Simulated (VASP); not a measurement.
# Rh3N2 (P-3m1) in VASP: notebook

Rh3N2 is run at these levels: PBE; tasks: relaxation of cell and atoms, single point.

All numbers are computed with VASP 6.6.1; they aren't measurements. Logs are shortened: lines on timing, memory, paths and dates and some standing lists are left out, and cuts for length are marked.

### Step 1. The cell of the first run

The structure is trigonal, space group P-3m1 (No. 164). The conventional cell has a = 3.367 Å, b = 3.367 Å, c = 5.239 Å, α = 90.00°, β = 90.00°, γ = 120.00°. Rh (site symmetry -3m) has 6 N at 2.33 Å and 6 Rh at 2.69 Å within 3.1 Å. Within 2.7 Å of Rh (site symmetry 3m) lie 4 N at 2.03 to 2.10 Å and 6 Rh at 2.47 to 2.69 Å. N (site symmetry 3m) has 7 Rh at 2.03 to 2.33 Å within 2.7 Å.

### Step 2. Relaxation of cell and atoms, PBE

INCAR

```
SYSTEM = Rh3N2
  ALGO = Normal
  EDIFF = 1E-6
  EDIFFG = -0.04
  ENCUT = 600
  GGA = PE
  IBRION = 2
  ISIF = 3
  ISMEAR = 0
  LASPH = .True.
  LCHARG = .False.
  LREAL = .False.
  LWAVE = .False.
  NELM = 100
  NSW = 90
  PREC = Accurate
  SIGMA = 0.1
```

KPOINTS

```
k-points
0
Gamma
  6 6 4
  0 0 0
```

POSCAR

```
Rh3N2
1.0
    3.3670373942      0.0000000000      0.0000000000
   -1.6835186971      2.9159399189      0.0000000000
    0.0000000000      0.0000000000      5.2385632555
Rh N
3 2
Direct
    0.0000000000      0.0000000000      0.0000000000
    0.3333333333      0.6666666667      0.6450000000
    0.6666666667      0.3333333333      0.3550000000
    0.3333333333      0.6666666667      0.2450000000
    0.6666666667      0.3333333333      0.7550000000
```

Potentials or basis: VASP PAW PBE potentials, release 64 (Rh_pv, N).

Run with:

```sh
cat potpaw_PBE.64/Rh_pv/POTCAR potpaw_PBE.64/N/POTCAR > POTCAR
mpirun -np 1 vasp_std > vasp.out
```

OUTCAR:

```text
SYSTEM = Rh3N2
   EDIFF = 1E-6
   EDIFFG = -0.04
   ENCUT = 600
   GGA = PE
   IBRION = 2
   ISIF = 3
   ISMEAR = 0
   LASPH = .True.
   LREAL = .False.
   NELM = 100
   NSW = 90
   PREC = Accurate

 ion  position               nearest neighbor table
   1  0.000  0.000  0.000-   4 2.33   5 2.33   5 2.33   4 2.33   5 2.33   4 2.33   2 2.69   3 2.69
                             2 2.69   3 2.69   3 2.69   2 2.69
   2  0.333  0.667  0.645-   5 2.03   5 2.03   5 2.03   4 2.10   3 2.47   3 2.47   3 2.47   1 2.69
                             1 2.69   1 2.69
   3  0.667  0.333  0.355-   4 2.03   4 2.03   4 2.03   5 2.10   2 2.47   2 2.47   2 2.47   1 2.69
                             1 2.69   1 2.69
   4  0.333  0.667  0.245-   3 2.03   3 2.03   3 2.03   2 2.10   1 2.33   1 2.33   1 2.33
   5  0.667  0.333  0.755-   2 2.03   2 2.03   2 2.03   3 2.10   1 2.33   1 2.33   1 2.33

  LATTYP: Found a hexagonal cell.
 ALAT       =     3.3670373942
 C/A-ratio  =     1.5558375635

  Lattice vectors:

 A1 = (   3.3670373942,   0.0000000000,   0.0000000000)
 A2 = (  -1.6835186971,   2.9159399189,   0.0000000000)
 A3 = (   0.0000000000,   0.0000000000,   5.2385632555)

Analysis of symmetry for initial positions (statically):
=====================================================================
 Subroutine PRICEL returns:
 Original cell was already a primitive cell.

 Routine SETGRP: Setting up the symmetry group for a
 hexagonal supercell.

 Subroutine GETGRP returns: Found 12 space group operations
 (whereof 12 operations were pure point group operations)
 out of a pool of 24 trial point group operations.

The static configuration has the point symmetry D_3d.

Analysis of symmetry for dynamics (positions and initial velocities):
=====================================================================
 Subroutine PRICEL returns:
 Original cell was already a primitive cell.

 Routine SETGRP: Setting up the symmetry group for a
 hexagonal supercell.

 Subroutine GETGRP returns: Found 12 space group operations
 (whereof 12 operations were pure point group operations)
 out of a pool of 24 trial point group operations.

The dynamic configuration has the point symmetry D_3d.

 Subroutine INISYM returns: Found 12 space group operations
 (whereof 12 operations are pure point group operations),
 and found     1 'primitive' translations

----------------------------------------------------------------------------------------

                                     Primitive cell

  volume of cell :      51.4326

  direct lattice vectors                    reciprocal lattice vectors
     3.367037394  0.000000000  0.000000000     0.296996999  0.171471297  0.000000000
    -1.683518697  2.915939919  0.000000000     0.000000000  0.342942594  0.000000000
     0.000000000  0.000000000  5.238563255     0.000000000  0.000000000  0.190892035

  length of vectors
     3.367037394  3.367037394  5.238563255     0.342942594  0.342942594  0.190892035

  position of ions in fractional coordinates (direct lattice)
     0.000000000  0.000000000  0.000000000
     0.333333333  0.666666667  0.645000000
     0.666666667  0.333333333  0.355000000
     0.333333333  0.666666667  0.245000000
     0.666666667  0.333333333  0.755000000

  ion indices of the primitive-cell ions
   primitive index   ion index
                 1           1
                 2           2
                 3           3
                 4           4
                 5           5

----------------------------------------------------------------------------------------

 KPOINTS: k-points

Automatic generation of k-mesh.
 Grid dimensions read from file:
 generate k-points for:    6    6    4

 Generating k-lattice:

  Cartesian coordinates                     Fractional coordinates (reciprocal lattice)
     0.049499500  0.028578550  0.000000000     0.166666667  0.000000000  0.000000000
     0.000000000  0.057157099  0.000000000     0.000000000  0.166666667  0.000000000
     0.000000000  0.000000000  0.047723009     0.000000000  0.000000000  0.250000000

[... 44 lines left out ...]
   IVDW    =     0    specifies the selected vdW correction
   LEPSILON=     F    determine dielectric tensor
   LRPA    =     F    only Hartree local field effects (RPA)
 conjugate gradient relaxation of ions
 non-spin polarized calculation
 Gauss-broadening in eV      SIGMA  =   0.10
  energy-cutoff  :      600.00
  volume of cell :       51.43
 maximum number of plane-waves:      1733
 NGX is ok and might be reduce to    28
   NGX = 13   NGY = 13   NGZ = 21

--------------------------------------- Ionic step        1  -------------------------------------------

 number of electron      54.9999993 magnetization

 Free energy of the ion-electron system (eV)
  ---------------------------------------------------
  ext. energy  EPLUGINS =         0.00000000
  ---------------------------------------------------
  free energy    TOTEN  =       -32.54753722 eV

  energy without entropy =      -32.51076699  energy(sigma->0) =      -32.52915210

------------------------ aborting loop because EDIFF is reached ----------------------------------------

  FORCE on cell =-STRESS in cart. coord.  units (eV):
  Direction    XX          YY          ZZ          XY          YZ          ZX
  --------------------------------------------------------------------------------------
  -------------------------------------------------------------------------------------
  Total       13.6014830     13.6014830     13.8258497      0.0000000      0.0000000      0.0000000
  in kB      423.6996854    423.6996854    430.6889312      0.0000000      0.0000000      0.0000000
  external PRESSURE =     426.0294340 kB  Pullay stress =       0.0000000 kB
[... 98 lines left out ...]
  FREE ENERGIE OF THE ION-ELECTRON SYSTEM (eV)
  ---------------------------------------------------
  free  energy   TOTEN  =       -33.6124630623 eV

  energy  without entropy=      -33.5844661142  energy(sigma->0) =      -33.59846459

 E-fermi :   9.8880     XC(G=0): -13.0283

 val. band max:        9.8802620425   @ k =   0.5000  -0.0000   0.0000
 cond. band min:       9.9170032482   @ k =   0.3333   0.0000   0.5000
 fundamental gap:      0.0367412057
 Fermi energy:         9.8880370426

 k-point     1 :       0.0000    0.0000    0.0000
  band No.  band energies     occupation
      1     -37.2763      2.00000
      2     -37.2763      2.00000
      3     -37.2292      2.00000
      4     -37.2292      2.00000
      5     -37.1762      2.00000
      6     -37.0028      2.00000
[... 853 lines left out ...]
     32      11.0993      0.00000
     33      16.2203      0.00000

[... ionic steps 4 to 50 ...]

--------------------------------------- Ionic step       51  -------------------------------------------

 number of electron      55.0000012 magnetization

------------------------ aborting loop because EDIFF is reached ----------------------------------------

  FORCE on cell =-STRESS in cart. coord.  units (eV):
  Direction    XX          YY          ZZ          XY          YZ          ZX
  --------------------------------------------------------------------------------------
  -------------------------------------------------------------------------------------
  Total       -0.2911481     -0.2911481     -0.1123864      0.0000000     -0.0000000      0.0000000
  in kB       -8.2635900     -8.2635900     -3.1898371      0.0000000     -0.0000000      0.0000000
  external PRESSURE =      -6.5723390 kB  Pullay stress =       0.0000000 kB
[... 63 lines left out ...]
  energy  without entropy=      -34.8247739765  energy(sigma->0) =      -34.83429260

--------------------------------------- Ionic step       53  -------------------------------------------

 number of electron      55.0000010 magnetization

 Free energy of the ion-electron system (eV)
  ---------------------------------------------------
  ext. energy  EPLUGINS =         0.00000000
  ---------------------------------------------------
  free energy    TOTEN  =       -34.84431715 eV

  energy without entropy =      -34.82541414  energy(sigma->0) =      -34.83486565

 E-fermi :  10.6376     XC(G=0): -13.4438

 val. band max:       10.6278010401   @ k =   0.5000  -0.0000   0.0000
 cond. band min:      10.6401939525   @ k =   0.3333   0.1667   0.2500
 fundamental gap:      0.0123929124
 Fermi energy:        10.6375524913

 k-point     1 :       0.0000    0.0000    0.0000
  band No.  band energies     occupation
      1     -36.1661      2.00000
      2     -36.1293      2.00000
      3     -36.1293      2.00000
      4     -36.1280      2.00000
      5     -36.0925      2.00000
      6     -36.0925      2.00000
[... 885 lines left out ...]
  FREE ENERGIE OF THE ION-ELECTRON SYSTEM (eV)
  ---------------------------------------------------
  free  energy   TOTEN  =       -34.8443171480 eV

  energy  without entropy=      -34.8254141435  energy(sigma->0) =      -34.83486565

 reached required accuracy - stopping structural energy minimisation
```

It took 36 min on 1 thread of AMD EPYC 7R43 (Zen 3), shared host; peak memory 0.17 GiB.

Results:

```
Free energy                           : -34.8443 eV
Relaxed volume                        : 11.27 Å³/atom
Relaxed cell                          : a = 3.039 Å, b = 3.039 Å, c = 7.046 Å, α = 90.00°, β = 90.00°, γ = 120.00°
Space group after relaxing (to 0.1 Å) : P-3m1 (No. 164)
Energy gained by relaxing             : 459.4 meV/atom
Ionic steps                           : 53
Pressure after relaxing               : -0.2 GPa
Largest force after relaxing          : 0.029 eV/Å
Band gap on the k mesh                : zero (an odd number of electrons rules out a gap without spin polarisation)
```

Forces in eV/Å, atoms in the order of the input:
```
Rh   0.000  0.000  0.000
Rh   0.000  0.000  0.021
Rh   0.000  0.000 -0.021
N    0.000  0.000  0.029
N    0.000  0.000 -0.029
```

The path:
| step | energy change (eV) | largest force (eV/Å) | pressure (GPa) | volume (Å³) |
| --- | --- | --- | --- | --- |
| 1 | 0.0000 | 2.7810 | 42.60 | 51.43 |
| 3 | -1.0649 | 1.2570 | -5.03 | 59.80 |
| 5 | -1.0712 | 1.3218 | -2.33 | 59.06 |
| 7 | -1.2312 | 0.1029 | 3.14 | 57.98 |
| 9 | -1.2459 | 0.1046 | -0.96 | 59.14 |
| 11 | -1.2683 | 0.1644 | 1.34 | 59.48 |
| 13 | -1.2696 | 0.0711 | -1.73 | 60.45 |
| 15 | -1.2747 | 0.1384 | -0.29 | 60.06 |
| 17 | -1.2887 | 1.1789 | 3.01 | 60.22 |
| 19 | -1.2912 | 1.0285 | 2.36 | 60.24 |
| 21 | -1.2921 | 1.0530 | 2.40 | 60.26 |
| 23 | -1.2961 | 1.1639 | 2.37 | 60.36 |
| 25 | -1.3118 | 1.6458 | 2.42 | 60.70 |
| 27 | -1.3481 | 1.9718 | 3.23 | 60.82 |
| 29 | -1.4232 | 2.1350 | 2.22 | 60.97 |
| 31 | -1.4307 | 2.1092 | 1.61 | 61.11 |
| 33 | -1.4378 | 2.0666 | 1.34 | 61.15 |
| 35 | -1.4940 | 1.9680 | 0.05 | 61.19 |
| 37 | -1.6676 | 1.5611 | -4.29 | 61.34 |
| 39 | -1.7907 | 0.9745 | -9.92 | 61.50 |
| 41 | -2.0075 | 1.0961 | 3.94 | 56.68 |
| 43 | -2.1826 | 0.5560 | 2.03 | 56.02 |
| 45 | -2.2360 | 0.3929 | -0.43 | 56.44 |
| 47 | -2.2856 | 0.3248 | -0.14 | 56.78 |
| 49 | -2.2901 | 0.2136 | -0.31 | 56.70 |
| 51 | -2.2961 | 0.0596 | -0.66 | 56.45 |
| 53 | -2.2968 | 0.0290 | -0.16 | 56.36 |

Final structure:
```
CELL_PARAMETERS angstrom
3.03903 0.00000 0.00000
-1.51951 2.63188 0.00000
0.00000 0.00000 7.04624
ATOMIC_POSITIONS crystal
Rh 0.00000 0.00000 0.00000
Rh 0.33333 0.66667 0.65815
Rh 0.66667 0.33333 0.34185
N 0.33333 0.66667 0.19353
N 0.66667 0.33333 0.80647
```

Caveat: a cell axis changed by over 15 % at a fixed basis, so the end point is rough.

### Step 3. Single point, PBE, collinear spin, ferromagnetic start

INCAR

```
ALGO     = Normal         # electronic algorithm
EDIFF    = 1E-6           # SCF threshold, eV
ENCUT    = 520            # plane-wave cutoff, eV
GGA      = PE             # functional
ISIF     = 2              # what is computed and relaxed
ISMEAR   = 0              # smearing method
ISPIN    = 2              # spin polarisation
LASPH    = True           # aspherical terms in the spheres
LCHARG   = True           # write CHGCAR
LELF     = True           # ELF
LMAXMIX  = 4              # l up to which the mixer works
LORBIT   = 11             # projections on sites
LREAL    = False          # projectors in reciprocal space
LVHAR    = True         
LWAVE    = False          # write WAVECAR
MAGMOM   = 1 1 1 0 0      # initial moments
NBANDS   = 40             # bands
NELM     = 150            # most SCF steps
PREC     = Accurate       # precision mode
SIGMA    = 0.1            # smearing width, eV
```

KPOINTS

```
k-points
0
Gamma
  6 6 4
```

POSCAR is that of step 2.

Potentials or basis: VASP PAW PBE potentials, release 64 (Rh_pv, N).

Run with:

```sh
cat potpaw_PBE.64/Rh_pv/POTCAR potpaw_PBE.64/N/POTCAR > POTCAR
mpirun -np 1 vasp_std > vasp.out
```

Wall time 3.2 min (1 thread of AMD EPYC 7R43 (Zen 3), shared host); peak memory 0.23 GiB.

It converged, with:

```yaml
Free_energy: -32.5438 eV
Pressure: 42.8 GPa
Largest_force: 2.779 eV/Å
Net_moment: 0.00 μB per cell
Valence_electrons_inside_the_program's_atomic_spheres: Rh 13.77, 14.13 (each value once); N 3.60
```

Forces on the atoms (eV/Å):
```
Rh   0.000  0.000  0.000
Rh   0.000  0.000  2.779
Rh   0.000  0.000 -2.779
N    0.000  0.000 -1.291
N    0.000  0.000  1.291
```

Stress tensor (GPa, compression positive):
```
42.58  0.00  0.00
 0.00 42.58  0.00
 0.00  0.00 43.28
```

Levels at points of the mesh, in eV from the Fermi level:
Spin up:
```
           k point  band 25  band 26  band 27  band 28  band 29  band 30
(0.00, 0.00, 0.00)    -1.56    -1.56    -1.34    -0.36     0.94     1.07
(0.50, 0.00, 0.00)    -1.95    -1.49    -1.47    -0.47    -0.26     0.44
(0.00, 0.00, 0.50)    -2.61     0.44     0.44     1.40     1.46     2.03
(0.50, 0.00, 0.50)    -1.59    -1.56    -0.82     0.39     0.67     0.69
```
Spin down:
```tsv
k point	band 23	band 24	band 25	band 26	band 27	band 28	band 29	band 30	band 31	band 32
(0.00, 0.00, 0.00)	-1.57	-1.57	-1.56	-1.56	-1.34	-0.36	0.94	1.07	1.07	2.72
(0.50, 0.00, 0.00)	-2.82	-1.96	-1.95	-1.49	-1.47	-0.47	-0.26	0.44	1.60	2.13
(0.00, 0.00, 0.50)	-2.61	-2.61	-2.61	0.44	0.44	1.40	1.46	2.03	2.03	2.35
(0.50, 0.00, 0.50)	-2.49	-1.71	-1.59	-1.56	-0.82	0.39	0.67	0.69	0.76	1.24
```

Caveat: the cell stands under pressure; forces of over 1 eV/Å act on the atoms, so gaps and moduli don't describe the material at rest.

### Step 4. Relaxation of cell and atoms, PBE

This run uses another cell than the first one, of 14.94 Å³/atom.

INCAR

```
ALGO     = Normal         # electronic algorithm
EDIFF    = 1E-6           # SCF threshold, eV
EDIFFG   = -0.01          # ionic threshold
ENCUT    = 600            # plane-wave cutoff, eV
GGA      = PE             # functional
IBRION   = 2              # ionic algorithm
ISIF     = 3              # what is computed and relaxed
ISMEAR   = 0              # smearing method
LASPH    = True           # aspherical terms in the spheres
LCHARG   = False          # write CHGCAR
LREAL    = False          # projectors in reciprocal space
LWAVE    = False          # write WAVECAR
NELM     = 60             # most SCF steps
NSW      = 100            # ionic steps
PREC     = Accurate       # precision mode
SIGMA    = 0.1            # smearing width, eV
```

KPOINTS

```
k-points
0
Gamma
  12 12 4
```

POSCAR

```
Rh3N2
1.0
    3.0435998040      0.0000000000      0.0000000000
   -1.5217999020      2.6358347492      0.0000000000
    0.0000000000      0.0000000000      9.3112078121
Rh N
3 2
Direct
    0.0000000000      0.0000000000      0.0000000000
    0.3333333333      0.6666666667      0.7665272634
    0.6666666667      0.3333333333      0.2334727366
    0.3333333333      0.6666666667      0.3086985303
    0.6666666667      0.3333333333      0.6913014697
```

Run with:

```sh
cat potpaw_PBE.64/Rh_pv/POTCAR potpaw_PBE.64/N/POTCAR > POTCAR
mpirun -np 1 vasp_std > vasp.out
```

Wall time 17 min (1 thread of AMD EPYC 7R43 (Zen 3), shared host); peak memory 0.3 GiB.

The run converged. Its results:

```
Free energy                           : -35.8280 eV
Relaxed volume                        : 14.95 Å³/atom
Relaxed cell                          : a = 3.062 Å, b = 3.062 Å, c = 9.208 Å, α = 90.00°, β = 90.00°, γ = 120.00°
Space group after relaxing (to 0.1 Å) : P-3m1 (No. 164)
Energy gained by relaxing             : 2.4 meV/atom
Ionic steps                           : 7
Pressure after relaxing               : 0.0 GPa
Largest force after relaxing          : 0.004 eV/Å
Band gap on the k mesh                : zero (an odd number of electrons rules out a gap without spin polarisation)
```

Forces on the atoms (eV/Å):
```
Rh   0.000  0.000  0.000
Rh   0.000  0.000 -0.002
Rh   0.000  0.000  0.002
N    0.000  0.000  0.004
N    0.000  0.000 -0.004
```

Step by step:
| step | energy change (eV) | largest force (eV/Å) | pressure (GPa) | volume (Å³) |
| --- | --- | --- | --- | --- |
| 1 | 0.0000 | 0.3265 | -0.03 | 74.70 |
| 2 | -0.0077 | 0.1423 | 1.00 | 74.66 |
| 3 | -0.0081 | 0.0572 | 0.81 | 74.67 |
| 4 | -0.0091 | 0.0555 | -1.32 | 75.44 |
| 5 | -0.0106 | 0.0548 | -0.40 | 75.10 |
| 6 | -0.0118 | 0.0209 | -0.15 | 74.91 |
| 7 | -0.0121 | 0.0040 | 0.03 | 74.77 |

Final structure:
```
Rh N
1.0
     3.06214    0.00000    0.00000
    -1.53107    2.65189    0.00000
     0.00000    0.00000    9.20816
Rh N
3 2
Direct
  0.00000 0.00000 0.00000
  0.33333 0.66667 0.76515
  0.66667 0.33333 0.23485
  0.33333 0.66667 0.30676
  0.66667 0.33333 0.69324
```

Levels at points of the mesh, in eV from the Fermi level:
```
           k point  band 25  band 26  band 27  band 28  band 29  band 30
(0.00, 0.00, 0.00)    -1.26    -1.26    -0.83    -0.83     1.49     2.54
(0.50, 0.00, 0.00)    -1.32    -1.23     0.14     0.19     0.32     0.36
(0.00, 0.00, 0.50)    -1.26    -1.26    -0.83    -0.83     1.76     2.08
(0.50, 0.00, 0.50)    -1.34    -1.24     0.08     0.19     0.35     0.49
```

### Step 5. Overview

| task | spin | cell | k mesh | cutoff (eV) | gap on the mesh (eV) | pressure (GPa) | relaxed volume (Å³/atom) | largest force (eV/Å) |
| --- | --- | --- | --- | --- | --- | --- | --- | --- |
| relaxation of cell and atoms | off | relaxed from a = 3.367, b = 3.367, c = 5.239 Å, angles 90.0, 90.0, 120.0°, 5 atoms, atomic positions A | 6 × 6 × 4 | 600 | none | -0.2 | 11.27 | 0.03 |
| single point | collinear, ferromagnetic start | a = 3.367, b = 3.367, c = 5.239 Å, angles 90.0, 90.0, 120.0°, 5 atoms, atomic positions A | 6 × 6 × 4 | 520 | none | 42.8 | - | 2.78 |
| relaxation of cell and atoms | off | relaxed from a = 3.044, b = 3.044, c = 9.311 Å, angles 90.0, 90.0, 120.0°, 5 atoms, atomic positions B | 12 × 12 × 4 | 600 | none | 0.0 | 14.95 | - |

Alike in all rows: level PBE; potentials or basis VASP PAW PBE potentials, release 64 (Rh_pv, N); smearing gaussian 0.1 eV.

Caveats: a cell axis changed by over 15 % at a fixed basis, so the end point is rough (at least some runs); the cell stands under pressure (at least some runs); forces of over 1 eV/Å act on the atoms, so gaps and moduli don't describe the material at rest (at least some runs).

Absolute energies hang on the potentials; compare differences alone.

The gap in the log of VASP goes by the Fermi energy; the results here count the filled bands.